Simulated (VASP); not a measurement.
# CdSe (F-43m) in VASP: further runs, part 2 of 3

VASP 6.6.1. Earlier steps stand in the parts before.

### Step 3. Single point, r2SCAN

POSCAR reads:

```
CdSe
1.0
    0.0000000000      3.0677809647      3.0677809647
    3.0677809647      0.0000000000      3.0677809647
    3.0677809647      3.0677809647      0.0000000000
Cd Se
1 1
Direct
    0.0000000000      0.0000000000      0.0000000000
    0.2500000000      0.2500000000      0.2500000000
```

INCAR.step1 reads:

```
SYSTEM = CdSe
PREC = Accurate
ENCUT = 520
ISMEAR = 1
SIGMA = 0.2
LREAL = .False.
LASPH = .True.
NELM = 100
NBANDS = 16
GGA = PE
ALGO = Normal
EDIFF = 1E-4
LWAVE = .True.
LCHARG = .False.
```

INCAR.step2 reads:

```
SYSTEM = CdSe
PREC = Accurate
ENCUT = 520
EDIFF = 1E-6
ISMEAR = 1
SIGMA = 0.2
LREAL = .False.
LASPH = .True.
NELM = 100
ALGO = Normal
ISIF = 2
LWAVE = .False.
LCHARG = .False.
METAGGA = R2SCAN
LMIXTAU = .True.
NBANDS = 16
ISTART = 1
```

KPOINTS reads:

```
regular mesh
0
Gamma
  6 6 6
  0 0 0
```

Potentials or basis: VASP PAW PBE potentials, release 64 (Cd, Se).

Run with:

```sh
$ cat potpaw_PBE.64/Cd/POTCAR potpaw_PBE.64/Se/POTCAR > POTCAR
$ cp INCAR.step1 INCAR
$ mpirun -np 1 vasp_std > vasp.out
$ cp INCAR.step2 INCAR
$ mpirun -np 1 vasp_std > vasp.out
```

OUTCAR:

```text
SYSTEM = CdSe
   PREC = Accurate
   ENCUT = 520
   EDIFF = 1E-6
   ISMEAR = 1
   LREAL = .False.
   LASPH = .True.
   NELM = 100
   ISIF = 2
   METAGGA = R2SCAN
   ISTART = 1

 ion  position               nearest neighbor table
   1  0.000  0.000  0.000-   2 2.66   2 2.66   2 2.66   2 2.66
   2  0.250  0.250  0.250-   1 2.66   1 2.66   1 2.66   1 2.66

  LATTYP: Found a face centered cubic cell.
 ALAT       =     6.1355619294

  Lattice vectors:

 A1 = (   0.0000000000,   3.0677809647,   3.0677809647)
 A2 = (   3.0677809647,   0.0000000000,   3.0677809647)
 A3 = (   3.0677809647,   3.0677809647,   0.0000000000)

Analysis of symmetry for initial positions (statically):
=====================================================================
 Subroutine PRICEL returns:
 Original cell was already a primitive cell.

 Routine SETGRP: Setting up the symmetry group for a
 face centered cubic supercell.

 Subroutine GETGRP returns: Found 24 space group operations
 (whereof 24 operations were pure point group operations)
 out of a pool of 48 trial point group operations.

The static configuration has the point symmetry T_d .

Analysis of symmetry for dynamics (positions and initial velocities):
=====================================================================
 Subroutine PRICEL returns:
 Original cell was already a primitive cell.

 Routine SETGRP: Setting up the symmetry group for a
 face centered cubic supercell.

 Subroutine GETGRP returns: Found 24 space group operations
 (whereof 24 operations were pure point group operations)
 out of a pool of 48 trial point group operations.

The dynamic configuration has the point symmetry T_d .

 Subroutine INISYM returns: Found 24 space group operations
 (whereof 24 operations are pure point group operations),
 and found     1 'primitive' translations

----------------------------------------------------------------------------------------

                                     Primitive cell

  volume of cell :      57.7435

  direct lattice vectors                    reciprocal lattice vectors
     0.000000000  3.067780965  3.067780965    -0.162984257  0.162984257  0.162984257
     3.067780965  0.000000000  3.067780965     0.162984257 -0.162984257  0.162984257
     3.067780965  3.067780965  0.000000000     0.162984257  0.162984257 -0.162984257

  length of vectors
     4.338497447  4.338497447  4.338497447     0.282297013  0.282297013  0.282297013

  position of ions in fractional coordinates (direct lattice)
     0.000000000  0.000000000  0.000000000
     0.250000000  0.250000000  0.250000000

  ion indices of the primitive-cell ions
   primitive index   ion index
                 1           1
                 2           2

----------------------------------------------------------------------------------------

 KPOINTS: regular mesh

Automatic generation of k-mesh.
 Grid dimensions read from file:
 generate k-points for:    6    6    6

 Generating k-lattice:

  Cartesian coordinates                     Fractional coordinates (reciprocal lattice)
    -0.027164043  0.027164043  0.027164043     0.166666667  0.000000000  0.000000000
     0.027164043 -0.027164043  0.027164043     0.000000000  0.166666667  0.000000000
     0.027164043  0.027164043 -0.027164043     0.000000000  0.000000000  0.166666667

  Length of vectors
     0.047049502  0.047049502  0.047049502

  Shift w.r.t. Gamma in fractional coordinates (k-lattice)
     0.000000000  0.000000000  0.000000000

 Subroutine IBZKPT returns following result:
 ===========================================

 Found     16 irreducible k-points:

 Following reciprocal coordinates:
            Coordinates               Weight
  0.000000  0.000000  0.000000      1.000000
  0.166667  0.000000  0.000000      8.000000
  0.333333  0.000000  0.000000      8.000000
  0.500000  0.000000  0.000000      4.000000
  0.166667  0.166667  0.000000      6.000000
  0.333333  0.166667  0.000000     24.000000
[... 8 lines left out ...]
 -0.333333  0.333333  0.166667     24.000000
 -0.333333  0.500000  0.166667     12.000000
   k-points           NKPTS =     16   k-points in BZ     NKDIM =     16   number of bands    NBANDS=     16
   number of dos      NEDOS =    301   number of ions     NIONS =      2
   total plane-waves  NPLWV =  32768
   dimension x,y,z NGX =    32 NGY =   32 NGZ =   32
   dimension x,y,z NGXF=    64 NGYF=   64 NGZF=   64
   ions per type =               1   1
   NGX,Y,Z   is equivalent  to a cutoff of  12.26, 12.26, 12.26 a.u.
   NGXF,Y,Z  is equivalent  to a cutoff of  24.52, 24.52, 24.52 a.u.
 SYSTEM =  CdSe
   PREC   = accura    normal or accurate (medium, high low for compatibility)
   ISTART =      1    job   : 0-new  1-cont  2-samecut
   ICHARG =      0    charge: 1-file 2-atom 10-const
   ISPIN  =      1    spin polarized calculation?
   LNONCOLLINEAR =      F non collinear calculations
   LSORBIT =      F    spin-orbit coupling
   LASPH  =      T    aspherical Exc in radial PAW
   ENCUT  =  520.0 eV  38.22 Ry    6.18 a.u.   8.07  8.07  8.07*2*pi/ulx,y,z
   NELM   =    100;   NELMIN=  2; NELMDL=  0     # of ELM steps
   EDIFF  = 0.1E-05   stopping-criterion for ELM
   LREAL  =      F    real-space projection
   EDIFFG = 0.1E-04   stopping-criterion for IOM
   NSW    =      0    number of steps for IOM
   IBRION =     -1    ionic relax: 0-MD 1-quasi-New 2-CG
   NFREE  =      0    steps in history (QN), initial steepest desc. (CG)
   ISIF   =      2    stress and relaxation
   ISYM   =      2    0-nonsym 1-usesym 2-fastsym
   POTIM  = 0.5000    time-step for ionic-motion
   TEBEG  =    0.0;   TEEND  =   0.0 temperature during run
   PSTRESS=    0.0 pullay stress
   NELECT =      18.0000    total number of electrons
   NUPDOWN=      -1.0000    fix difference up-down
   EMIN   =  10.00;   EMAX   =-10.00  energy-range for DOS
   EFERMI =   0.00;   METHOD = LEGACY
   ISMEAR =     1;   SIGMA  =   0.20  broadening in eV -4-tet -1-fermi 0-gaus
   EFERMI_NEDOS =   21; number of points for ismear=-14 and -15
   IALGO  =     38    algorithm
   IMIX   =      4    mixing-type and parameters
     AMIX     =   0.40;   BMIX     =  1.00
     AMIX_MAG =   1.60;   BMIX_MAG =  1.00
  volume/ion in A,a.u.               =      28.87       194.84
  Fermi-wavevector in a.u.,A,eV,Ry     =   1.110021  2.097636 16.764382  1.232147
  Thomas-Fermi vector in A             =   2.246568
   LORBIT       =      0    0 simple, 1 ext, 2 COOP (PROOUT), +10 PAW based schemes
   METAGGA = R2SCAN    functional components
   LHFCALC =     F    Hartree Fock is set to
   AEXX    =    0.0000 exact exchange contribution
   IVDW    =     0    specifies the selected vdW correction
   LEPSILON=     F    determine dielectric tensor
   LRPA    =     F    only Hartree local field effects (RPA)
 non-spin polarized calculation
 Methfessel and Paxton  Order N= 1 SIGMA  =   0.20
  energy-cutoff  :      520.00
  volume of cell :       57.74
 maximum number of plane-waves:      1588
   NGX = 17   NGY = 17   NGZ = 17

 number of electron      18.0000008 magnetization

 Free energy of the ion-electron system (eV)
  ---------------------------------------------------
  ext. energy  EPLUGINS =         0.00000000
  ---------------------------------------------------
  free energy    TOTEN  =       -35.91257360 eV

  energy without entropy =      -35.91429294  energy(sigma->0) =      -35.91314672

 E-fermi :   0.5136     XC(G=0):  -9.3023

 val. band max:        0.4403816657   @ k =   0.0000   0.0000   0.0000
 cond. band min:       1.4665156382   @ k =   0.0000   0.0000   0.0000
 fundamental gap:      1.0261339725
 Fermi energy:         0.5136136884

 k-point     1 :       0.0000    0.0000    0.0000
  band No.  band energies     occupation
      1     -12.4304      2.00000
      2      -7.6446      2.00000
      3      -7.6446      2.00000
      4      -7.6446      2.00000
      5      -7.2722      2.00000
      6      -7.2722      2.00000
[... 8 lines left out ...]
     15      12.0307      0.00000
     16      12.0307      0.00000
[... 267 lines left out ...]
 k-point    16 :      -0.3333    0.5000    0.1667
  band No.  band energies     occupation
      1     -11.9611      2.00000
      2      -7.4543      2.00000
      3      -7.4401      2.00000
      4      -7.3342      2.00000
      5      -7.2452      2.00000
      6      -6.8325      2.00000
[... 8 lines left out ...]
     15      13.8291      0.00000
     16      13.9893      0.00000

------------------------ aborting loop because EDIFF is reached ----------------------------------------

  FORCE on cell =-STRESS in cart. coord.  units (eV):
  Direction    XX          YY          ZZ          XY          YZ          ZX
  --------------------------------------------------------------------------------------
  -------------------------------------------------------------------------------------
  Total        0.0686147      0.0686147      0.0686147      0.0000000     -0.0000000      0.0000000
  in kB        1.9038142      1.9038142      1.9038142      0.0000000     -0.0000000      0.0000000
  external PRESSURE =       1.9038142 kB  Pullay stress =       0.0000000 kB

 VOLUME and BASIS-vectors are now :
 -----------------------------------------------------------------------------
  energy-cutoff  :      520.00
  volume of cell :       57.74
      direct lattice vectors                 reciprocal lattice vectors
     0.000000000  3.067780965  3.067780965    -0.162984257  0.162984257  0.162984257
     3.067780965  0.000000000  3.067780965     0.162984257 -0.162984257  0.162984257
     3.067780965  3.067780965  0.000000000     0.162984257  0.162984257 -0.162984257

 POSITION                                       TOTAL-FORCE (eV/Angst)
 -----------------------------------------------------------------------------------
      0.00000      0.00000      0.00000         0.000000      0.000000      0.000000
      1.53389      1.53389      1.53389        -0.000000     -0.000000     -0.000000
 -----------------------------------------------------------------------------------
    total drift:                               -0.000004     -0.000004     -0.000004

  FREE ENERGIE OF THE ION-ELECTRON SYSTEM (eV)
  ---------------------------------------------------
  free  energy   TOTEN  =       -35.9125736030 eV

  energy  without entropy=      -35.9142929445  energy(sigma->0) =      -35.91314672
```

OSZICAR.step1:

```text
N       E                     dE             d eps       ncg     rms          rms(c)
DAV:   1     0.107876046164E+03    0.10788E+03   -0.87534E+03   512   0.100E+03
DAV:   2    -0.161636287925E+01   -0.10949E+03   -0.10322E+03   600   0.247E+02
DAV:   3    -0.584628725666E+01   -0.42299E+01   -0.42225E+01   640   0.505E+01
DAV:   4    -0.586526942465E+01   -0.18982E-01   -0.18981E-01   608   0.337E+00
DAV:   5    -0.586538824941E+01   -0.11882E-03   -0.11882E-03   640   0.233E-01    0.589E+00
DAV:   6    -0.550508423918E+01    0.36030E+00   -0.54528E-01   704   0.869E+00    0.471E+00
DAV:   7    -0.548339937666E+01    0.21685E-01   -0.14207E-01   584   0.250E+00    0.204E+00
DAV:   8    -0.548435347465E+01   -0.95410E-03   -0.13171E-02   568   0.138E+00    0.249E-01
DAV:   9    -0.548456003972E+01   -0.20657E-03   -0.14147E-03   576   0.476E-01    0.468E-02
DAV:  10    -0.548462637589E+01   -0.66336E-04   -0.14939E-04   552   0.154E-01
   1 F= -.54846264E+01 E0= -.54852128E+01  d E =0.175930E-02
```

Run time: 73 s. Hardware: 1 thread of Intel Xeon Platinum 8124M at 3.00GHz (Skylake/Cascade Lake), shared host; peak memory 0.19 GiB.

What came out:

* Free energy: -35.9126 eV
* Pressure: 0.2 GPa
* Band gap on the k mesh: 1.03 eV, direct

Levels at points of the mesh, in eV from the valence-band top:
| k point | band 6 | band 7 | band 8 | band 9 | band 10 | band 11 | band 12 | band 13 |
| --- | --- | --- | --- | --- | --- | --- | --- | --- |
| (0.00, 0.00, 0.00) | -7.71 | 0.00 | 0.00 | 0.00 | 1.03 | 6.47 | 6.47 | 6.47 |
| (0.50, 0.00, 0.00) | -7.43 | -4.27 | -0.72 | -0.72 | 2.82 | 6.92 | 6.92 | 7.74 |
| (0.50, 0.50, 0.00) | -7.36 | -3.97 | -1.80 | -1.80 | 3.50 | 4.13 | 9.56 | 10.80 |

Caveat: the PAW data sets were made with another functional, which shifts forces and pressure a little. r2SCAN opens gaps a little over a GGA but as a rule still falls short of measured ones.

### Step 4. Single point, r2SCAN

POSCAR is that of step 3.

INCAR.step1 reads:

```
SYSTEM = CdSe
ALGO = Normal
EDIFF = 1E-4
ENCUT = 520
GGA = PE
ISMEAR = 0
LASPH = .TRUE.
LCHARG = .FALSE.
LREAL = .FALSE.
LWAVE = .TRUE.
NBANDS = 16
NELM = 60
PREC = Accurate
SIGMA = 0.5
```

INCAR.step2 reads:

```
SYSTEM = CdSe
ALGO = Normal
EDIFF = 1E-6
ENCUT = 520
ISIF = 2
ISMEAR = 0
ISTART = 1
LASPH = .TRUE.
LCHARG = .FALSE.
LMIXTAU = .TRUE.
LREAL = .FALSE.
LWAVE = .FALSE.
METAGGA = R2SCAN
NBANDS = 16
NELM = 60
PREC = Accurate
SIGMA = 0.5
```

KPOINTS reads:

```
k-points
0
G
  6 6 6
  0 0 0
```

Run with:

```sh
$ cat potpaw_PBE.64/Cd/POTCAR potpaw_PBE.64/Se/POTCAR > POTCAR
$ cp INCAR.step1 INCAR
$ mpirun -np 1 vasp_std > vasp.out
$ cp INCAR.step2 INCAR
$ mpirun -np 1 vasp_std > vasp.out
```

Run time: 67 s. Hardware: 1 thread of Intel Xeon Platinum 8124M at 3.00GHz (Skylake/Cascade Lake), shared host; peak memory 0.19 GiB.

The run converged. Its results:

```yaml
Free_energy: -35.9135 eV
Pressure: 0.2 GPa
Band_gap_on_the_k_mesh: 1.03 eV, direct
```

Levels at points of the mesh, in eV from the valence-band top:
| k point | band 7 | band 8 | band 9 | band 10 | band 11 | band 12 |
| --- | --- | --- | --- | --- | --- | --- |
| (0.00, 0.00, 0.00) | 0.00 | 0.00 | 0.00 | 1.03 | 6.47 | 6.47 |
| (0.50, 0.00, 0.00) | -4.27 | -0.72 | -0.72 | 2.83 | 6.92 | 6.92 |
| (0.50, 0.50, 0.00) | -3.97 | -1.80 | -1.80 | 3.50 | 4.13 | 9.56 |

Caveat: the PAW data sets were made with another functional, which shifts forces and pressure a little. r2SCAN opens gaps a little over a GGA but as a rule still falls short of measured ones.

[end of part 2 of 3]
